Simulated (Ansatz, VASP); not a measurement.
## C: VASP beside Ansatz

```
C
1.0
    -2.46466    0.00000    0.00000
     0.00000    0.00000   -3.57197
     0.00000   -4.26892    0.00000
C
4
Direct
  0.50000 0.00000 0.17229
  0.00000 0.00000 0.64980
  0.00000 0.00000 0.32771
  0.50000 0.00000 0.85020
```

Change from the starting cell: mode 8 frozen in at -0.048 Å and mode 12 at +0.024 Å (largest displacements).

Alike in both runs: task single point; functional PBE; dispersion D3(BJ); k mesh 18 × 12 × 10; occupations gaussian, width 0.15 eV; no spin polarisation.

|  | VASP | Ansatz |
| --- | --- | --- |
| version | VASP 6.6.1 | Ansatz 0.2.0 |
| potentials or method | VASP PAW PBE potentials, release 64 (C), cutoff 520 eV | scalar-relativistic, plane waves, PAW |
| valence electrons in the cell | 16 | 16 |

|  | VASP | Ansatz | Ansatz less VASP |
| --- | --- | --- | --- |
| gap on the k mesh at the Fermi level (eV) | none | none | - |
| pressure (GPa) | 3.1 | 2.7 | -0.37 |
| traceless stress, the component that is largest in VASP (GPa) | 4.19 | 3.87 | -0.313 |
| rms of the force components (eV/Å) | 2.578 | 2.575 | -0.0031 |

Atom by atom the forces differ by 0.006 eV/Å (rms over components). A gap of «none» marks a metal or a gap that the smearing closes.
